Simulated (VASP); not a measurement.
# TaMo4 (P4/mmm) in VASP: a series of runs

The runs below take TaMo4 through relaxation of cell and atoms, single point, with PBE.

All numbers are computed with VASP 6.6.1; they aren't measurements. Logs are shortened: lines on timing, memory, paths and dates and some standing lists are left out, and cuts for length are marked.

## 1. The cell of the first run

The structure is tetragonal, space group P4/mmm (No. 123). The conventional cell has a = 5.930 Å, b = 5.930 Å, c = 2.667 Å, α = 90.00°, β = 90.00°, γ = 90.00°. Within 3.5 Å of Ta (site symmetry 4/mmm) lie 2 Ta at 2.67 Å and 8 Mo at 3.19 Å. Within 3.2 Å of Mo (site symmetry m2m) lie 5 Mo at 2.38 to 2.67 Å and 2 Ta at 3.19 Å.

The cell was built from a structure type or drawn by symmetry, and may not be a known phase.

## 2. Relaxation of cell and atoms, PBE

INCAR

```
SYSTEM = TaMo4
PREC     = Accurate       ! precision mode
ENCUT    = 600            ! plane-wave cutoff, eV
EDIFF    = 1E-6           ! SCF threshold, eV
ISMEAR   = 0              ! smearing method
SIGMA    = 0.1            ! smearing width, eV
LREAL    = .FALSE.        ! projectors in reciprocal space
LASPH    = .TRUE.         ! aspherical terms in the spheres
NELM     = 60             ! most SCF steps
ALGO     = Fast           ! electronic algorithm
ISIF     = 3              ! what is computed and relaxed
LWAVE    = .FALSE.        ! write WAVECAR
LCHARG   = .FALSE.        ! write CHGCAR
GGA      = PE             ! functional
IBRION   = 2              ! ionic algorithm
NSW      = 90             ! ionic steps
EDIFFG   = -0.04          ! ionic threshold
```

KPOINTS

```
regular mesh
0
G
  4 4 6
  0 0 0
```

POSCAR

```
TaMo4
1.0
    5.9303665082      0.0000000000      0.0000000000
    0.0000000000      5.9303665082      0.0000000000
    0.0000000000      0.0000000000      2.6669232122
Ta Mo
1 4
Direct
    0.0000000000      0.0000000000      0.5000000000
    0.2002758825      0.5000000000      0.5000000000
    0.7997241175      0.5000000000      0.5000000000
    0.5000000000      0.7997241175      0.5000000000
    0.5000000000      0.2002758825      0.5000000000
```

Potentials or basis: VASP PAW PBE potentials, release 64 (Ta_pv, Mo_sv).

Command:

```sh
$ cat potpaw_PBE.64/Ta_pv/POTCAR potpaw_PBE.64/Mo_sv/POTCAR > POTCAR
$ mpirun -np 1 vasp_std > vasp.out
```

OUTCAR:

```text
SYSTEM = TaMo4
   PREC = Accurate
   ENCUT = 600
   EDIFF = 1E-6
   ISMEAR = 0
   LREAL = .FALSE.
   LASPH = .TRUE.
   NELM = 60
   ISIF = 3
   GGA = PE
   IBRION = 2
   NSW = 90
   EDIFFG = -0.04

 ion  position               nearest neighbor table
   1  0.000  0.000  0.500-   2 3.19   3 3.19   4 3.19   5 3.19   2 3.19   3 3.19   4 3.19   5 3.19

   2  0.200  0.500  0.500-   3 2.38   4 2.51   5 2.51   1 3.19   1 3.19
   3  0.800  0.500  0.500-   2 2.38   4 2.51   5 2.51   1 3.19   1 3.19
   4  0.500  0.800  0.500-   5 2.38   3 2.51   2 2.51   1 3.19   1 3.19
   5  0.500  0.200  0.500-   4 2.38   3 2.51   2 2.51   1 3.19   1 3.19

  LATTYP: Found a simple tetragonal cell.
 ALAT       =     5.9303665082
 C/A-ratio  =     0.4497063054

  Lattice vectors:

 A1 = (   5.9303665082,   0.0000000000,   0.0000000000)
 A2 = (   0.0000000000,   5.9303665082,   0.0000000000)
 A3 = (   0.0000000000,   0.0000000000,   2.6669232122)

Analysis of symmetry for initial positions (statically):
=====================================================================
 Subroutine PRICEL returns:
 Original cell was already a primitive cell.

 Routine SETGRP: Setting up the symmetry group for a
 simple tetragonal supercell.

 Subroutine GETGRP returns: Found 16 space group operations
 (whereof 16 operations were pure point group operations)
 out of a pool of 16 trial point group operations.

The static configuration has the point symmetry D_4h.

Analysis of symmetry for dynamics (positions and initial velocities):
=====================================================================
 Subroutine PRICEL returns:
 Original cell was already a primitive cell.

 Routine SETGRP: Setting up the symmetry group for a
 simple tetragonal supercell.

 Subroutine GETGRP returns: Found 16 space group operations
 (whereof 16 operations were pure point group operations)
 out of a pool of 16 trial point group operations.

The dynamic configuration has the point symmetry D_4h.

 Subroutine INISYM returns: Found 16 space group operations
 (whereof 16 operations are pure point group operations),
 and found     1 'primitive' translations

----------------------------------------------------------------------------------------

                                     Primitive cell

  volume of cell :      93.7937

  direct lattice vectors                    reciprocal lattice vectors
     5.930366508  0.000000000  0.000000000     0.168623642  0.000000000  0.000000000
     0.000000000  5.930366508  0.000000000     0.000000000  0.168623642  0.000000000
     0.000000000  0.000000000  2.666923212     0.000000000  0.000000000  0.374963927

  length of vectors
     5.930366508  5.930366508  2.666923212     0.168623642  0.168623642  0.374963927

  position of ions in fractional coordinates (direct lattice)
     0.000000000  0.000000000  0.500000000
     0.200275883  0.500000000  0.500000000
     0.799724117  0.500000000  0.500000000
     0.500000000  0.799724117  0.500000000
     0.500000000  0.200275883  0.500000000

  ion indices of the primitive-cell ions
   primitive index   ion index
                 1           1
                 2           2
                 3           3
                 4           4
                 5           5

----------------------------------------------------------------------------------------

 KPOINTS: regular mesh

Automatic generation of k-mesh.
 Grid dimensions read from file:
 generate k-points for:    4    4    6

 Generating k-lattice:

  Cartesian coordinates                     Fractional coordinates (reciprocal lattice)
     0.042155911  0.000000000  0.000000000     0.250000000  0.000000000  0.000000000
     0.000000000  0.042155911  0.000000000     0.000000000  0.250000000  0.000000000
     0.000000000  0.000000000  0.062493988     0.000000000  0.000000000  0.166666667

  Length of vectors
     0.042155911  0.042155911  0.062493988

  Shift w.r.t. Gamma in fractional coordinates (k-lattice)
     0.000000000  0.000000000  0.000000000

 Subroutine IBZKPT returns following result:
 ===========================================

 Found     24 irreducible k-points:

 Following reciprocal coordinates:
            Coordinates               Weight
  0.000000  0.000000  0.000000      1.000000
  0.250000  0.000000  0.000000      4.000000
  0.500000  0.000000  0.000000      2.000000
  0.250000  0.250000  0.000000      4.000000
  0.500000  0.250000  0.000000      4.000000
  0.500000  0.500000  0.000000      1.000000
[... 16 lines left out ...]
  0.500000  0.250000  0.500000      4.000000
  0.500000  0.500000  0.500000      1.000000
   k-points           NKPTS =     24   k-points in BZ     NKDIM =     24   number of bands    NBANDS=     40
   number of dos      NEDOS =    301   number of ions     NIONS =      5
   total plane-waves  NPLWV =  55296
   dimension x,y,z NGX =    48 NGY =   48 NGZ =   24
   dimension x,y,z NGXF=    96 NGYF=   96 NGZF=   48
   ions per type =               1   4
   NGX,Y,Z   is equivalent  to a cutoff of  13.46, 13.46, 14.96 a.u.
   NGXF,Y,Z  is equivalent  to a cutoff of  26.91, 26.91, 29.92 a.u.
 SYSTEM =  TaMo4
   PREC   = accura    normal or accurate (medium, high low for compatibility)
   ISTART =      0    job   : 0-new  1-cont  2-samecut
   ICHARG =      2    charge: 1-file 2-atom 10-const
   ISPIN  =      1    spin polarized calculation?
   LNONCOLLINEAR =      F non collinear calculations
   LSORBIT =      F    spin-orbit coupling
   LASPH  =      T    aspherical Exc in radial PAW
   ENCUT  =  600.0 eV  44.10 Ry    6.64 a.u.  11.84 11.84  5.33*2*pi/ulx,y,z
   NELM   =     60;   NELMIN=  2; NELMDL= -5     # of ELM steps
   EDIFF  = 0.1E-05   stopping-criterion for ELM
   LREAL  =      F    real-space projection
   EDIFFG = -.4E-01   stopping-criterion for IOM
   NSW    =     90    number of steps for IOM
   IBRION =      2    ionic relax: 0-MD 1-quasi-New 2-CG
   NFREE  =      1    steps in history (QN), initial steepest desc. (CG)
   ISIF   =      3    stress and relaxation
   ISYM   =      2    0-nonsym 1-usesym 2-fastsym
   POTIM  = 0.5000    time-step for ionic-motion
   TEBEG  =    0.0;   TEEND  =   0.0 temperature during run
   PSTRESS=    0.0 pullay stress
   NELECT =      67.0000    total number of electrons
   NUPDOWN=      -1.0000    fix difference up-down
   EMIN   =  10.00;   EMAX   =-10.00  energy-range for DOS
   EFERMI =   0.00;   METHOD = LEGACY
   ISMEAR =     0;   SIGMA  =   0.10  broadening in eV -4-tet -1-fermi 0-gaus
   EFERMI_NEDOS =   21; number of points for ismear=-14 and -15
   IALGO  =     68    algorithm
   IMIX   =      4    mixing-type and parameters
     AMIX     =   0.40;   BMIX     =  1.00
     AMIX_MAG =   1.60;   BMIX_MAG =  1.00
  volume/ion in A,a.u.               =      18.76       126.59
  Fermi-wavevector in a.u.,A,eV,Ry     =   1.463441  2.765503 29.139050  2.141660
  Thomas-Fermi vector in A             =   2.579536
   LORBIT       =      0    0 simple, 1 ext, 2 COOP (PROOUT), +10 PAW based schemes
   GGA     = PE    functional components
   LHFCALC =     F    Hartree Fock is set to
   AEXX    =    0.0000 exact exchange contribution
   IVDW    =     0    specifies the selected vdW correction
   LEPSILON=     F    determine dielectric tensor
   LRPA    =     F    only Hartree local field effects (RPA)
 conjugate gradient relaxation of ions
 non-spin polarized calculation
 RMM-DIIS sequential band-by-band and
 Gauss-broadening in eV      SIGMA  =   0.10
  energy-cutoff  :      600.00
  volume of cell :       93.79
 maximum number of plane-waves:      3160
 NGX is ok and might be reduce to    48
   NGX = 23   NGY = 23   NGZ = 11

--------------------------------------- Ionic step        1  -------------------------------------------

 number of electron      67.0000002 magnetization

 Free energy of the ion-electron system (eV)
  ---------------------------------------------------
  ext. energy  EPLUGINS =         0.00000000
  ---------------------------------------------------
  free energy    TOTEN  =       -49.82483719 eV

  energy without entropy =      -49.80263640  energy(sigma->0) =      -49.81373680

------------------------ aborting loop because EDIFF is reached ----------------------------------------

  FORCE on cell =-STRESS in cart. coord.  units (eV):
  Direction    XX          YY          ZZ          XY          YZ          ZX
  --------------------------------------------------------------------------------------
  -------------------------------------------------------------------------------------
  Total        1.1388246      1.1388246     -3.5834577      0.0000000      0.0000000      0.0000000
  in kB       19.4533256     19.4533256    -61.2123834      0.0000000      0.0000000      0.0000000
  external PRESSURE =      -7.4352441 kB  Pullay stress =       0.0000000 kB

 VOLUME and BASIS-vectors are now :
 -----------------------------------------------------------------------------
  energy-cutoff  :      600.00
  volume of cell :       93.79
      direct lattice vectors                 reciprocal lattice vectors
     5.930366508  0.000000000  0.000000000     0.168623642  0.000000000  0.000000000
     0.000000000  5.930366508  0.000000000     0.000000000  0.168623642  0.000000000
     0.000000000  0.000000000  2.666923212     0.000000000  0.000000000  0.374963927

 POSITION                                       TOTAL-FORCE (eV/Angst)
 -----------------------------------------------------------------------------------
      0.00000      0.00000      1.33346         0.000000      0.000000      0.000000
      1.18771      2.96518      1.33346        -0.175021      0.000000     -0.000000
      4.74266      2.96518      1.33346         0.175021     -0.000000      0.000000
      2.96518      4.74266      1.33346        -0.000000      0.175021     -0.000000
      2.96518      1.18771      1.33346        -0.000000     -0.175021     -0.000000
 -----------------------------------------------------------------------------------
    total drift:                                0.000000      0.000000      0.000000

  FREE ENERGIE OF THE ION-ELECTRON SYSTEM (eV)
  ---------------------------------------------------
  free  energy   TOTEN  =       -49.8248371944 eV
[... 104 lines left out ...]
 POSITION                                       TOTAL-FORCE (eV/Angst)
 -----------------------------------------------------------------------------------
     -0.00000      0.00000      1.31030         0.000000      0.000000      0.000000
      1.18656      2.98705      1.31030         0.032070     -0.000000      0.000000
      4.78754      2.98705      1.31030        -0.032070     -0.000000     -0.000000
      2.98705      4.78754      1.31030        -0.000000     -0.032070     -0.000000
      2.98705      1.18656      1.31030        -0.000000      0.032070      0.000000
 -----------------------------------------------------------------------------------
    total drift:                               -0.000000     -0.000000     -0.000000

  FREE ENERGIE OF THE ION-ELECTRON SYSTEM (eV)
  ---------------------------------------------------
  free  energy   TOTEN  =       -49.8719556754 eV

  energy  without entropy=      -49.8554114033  energy(sigma->0) =      -49.86368354

--------------------------------------- Ionic step        5  -------------------------------------------

 number of electron      67.0000001 magnetization

 Free energy of the ion-electron system (eV)
  ---------------------------------------------------
  ext. energy  EPLUGINS =         0.00000000
  ---------------------------------------------------
  free energy    TOTEN  =       -49.87223821 eV

  energy without entropy =      -49.85600366  energy(sigma->0) =      -49.86412093

 E-fermi :   8.8899     XC(G=0): -12.2448

 val. band max:        8.8136575558   @ k =   0.2500   0.0000   0.0000
 cond. band min:       8.8952989122   @ k =   0.0000   0.0000   0.5000
 fundamental gap:      0.0816413564
 Fermi energy:         8.8899224509

 k-point     1 :       0.0000    0.0000    0.0000
  band No.  band energies     occupation
      1     -51.9497      2.00000
      2     -51.7085      2.00000
      3     -51.5821      2.00000
      4     -51.5821      2.00000
      5     -27.1054      2.00000
      6     -26.1873      2.00000
[... 32 lines left out ...]
     39      10.8122      0.00000
[... 1001 lines left out ...]
 VOLUME and BASIS-vectors are now :
 -----------------------------------------------------------------------------
  energy-cutoff  :      600.00
  volume of cell :       93.40
      direct lattice vectors                 reciprocal lattice vectors
     5.971018845  0.000000000  0.000000000     0.167475606 -0.000000000  0.000000000
    -0.000000000  5.971018845  0.000000000     0.000000000  0.167475606 -0.000000000
    -0.000000000  0.000000000  2.619598531    -0.000000000 -0.000000000  0.381737884

 POSITION                                       TOTAL-FORCE (eV/Angst)
 -----------------------------------------------------------------------------------
     -0.00000      0.00000      1.30980        -0.000000      0.000000      0.000000
      1.18777      2.98551      1.30980        -0.019080     -0.000000     -0.000000
      4.78324      2.98551      1.30980         0.019080     -0.000000      0.000000
      2.98551      4.78324      1.30980        -0.000000      0.019080      0.000000
      2.98551      1.18777      1.30980         0.000000     -0.019080     -0.000000
 -----------------------------------------------------------------------------------
    total drift:                                0.000000     -0.000000     -0.000000

  FREE ENERGIE OF THE ION-ELECTRON SYSTEM (eV)
  ---------------------------------------------------
  free  energy   TOTEN  =       -49.8722382109 eV

  energy  without entropy=      -49.8560036555  energy(sigma->0) =      -49.86412093

 reached required accuracy - stopping structural energy minimisation
```

Wall time 2.8 min (1 thread of Intel Xeon 6975P-C (Granite Rapids), shared host); peak memory 0.29 GiB.

What came out:

```yaml
Free_energy: -49.8722 eV
Relaxed_volume: 18.68 Å³/atom
Relaxed_cell: a = 5.971 Å, b = 5.971 Å, c = 2.620 Å, α = 90.00°, β = 90.00°, γ = 90.00°
Space_group_after_relaxing_to_0.1_Å: P4/mmm (No. 123)
Energy_gained_by_relaxing: 9.5 meV/atom
Ionic_steps: 5
Pressure_after_relaxing: -0.1 GPa
Largest_force_after_relaxing: 0.019 eV/Å
Band_gap_on_the_k_mesh: zero (an odd number of electrons rules out a gap without spin polarisation)
```

Forces in eV/Å, atoms in the order of the input:
```
Ta   0.000  0.000  0.000
Mo  -0.019  0.000  0.000
Mo   0.019  0.000  0.000
Mo   0.000  0.019  0.000
Mo   0.000 -0.019  0.000
```

The path:
| step | energy change (eV) | largest force (eV/Å) | pressure (GPa) | volume (Å³) |
| --- | --- | --- | --- | --- |
| 1 | 0.0000 | 0.1750 | -0.74 | 93.79 |
| 2 | -0.0048 | 0.0533 | 1.72 | 92.55 |
| 3 | -0.0464 | 0.1170 | 0.29 | 93.15 |
| 4 | -0.0471 | 0.0321 | -0.36 | 93.53 |
| 5 | -0.0474 | 0.0191 | -0.14 | 93.40 |

Final structure:
```cif
data_structure
_symmetry_space_group_name_H-M 'P 1'
_symmetry_Int_Tables_number 1
_cell_length_a 5.9710
_cell_length_b 5.9710
_cell_length_c 2.6196
_cell_angle_alpha 90.000
_cell_angle_beta 90.000
_cell_angle_gamma 90.000
_cell_volume 93.40
loop_
_atom_site_label
_atom_site_type_symbol
_atom_site_fract_x
_atom_site_fract_y
_atom_site_fract_z
_atom_site_occupancy
Ta1 Ta 0.00000 0.00000 0.50000 1
Mo1 Mo 0.19892 0.50000 0.50000 1
Mo2 Mo 0.80108 0.50000 0.50000 1
Mo3 Mo 0.50000 0.80108 0.50000 1
Mo4 Mo 0.50000 0.19892 0.50000 1
```

Levels at points of the mesh, in eV from the Fermi level:
```
           k point  band 29  band 30  band 31  band 32  band 33  band 34  band 35  band 36  band 37  band 38
(0.00, 0.00, 0.00)    -1.80    -1.49    -1.49    -1.38    -0.70    -0.09     0.30     1.53     1.81     1.92
(0.50, 0.00, 0.00)    -2.37    -2.25    -1.48    -0.19     0.17     0.56     0.79     0.97     1.01     1.48
(0.50, 0.50, 0.00)    -2.22    -1.90    -1.82    -1.82    -1.36     1.02     1.02     1.23     1.23     1.37
(0.00, 0.00, 0.50)    -0.88    -0.88    -0.43     0.01     0.24     0.72     0.77     0.93     0.93     1.04
(0.50, 0.00, 0.50)    -1.65    -1.48    -0.83    -0.59    -0.51    -0.17     0.35     1.02     1.14     2.11
(0.50, 0.50, 0.50)    -1.38    -0.69    -0.58    -0.54    -0.54    -0.21    -0.21    -0.08     0.96     2.24
```

Caveat: the k points lie up to 0.40 Å⁻¹ apart in the final cell, too coarse for converged energies and pressures of a metal; spin-orbit coupling is left out, which moves the levels of the heavy elements.

[end of part 1 of 2]
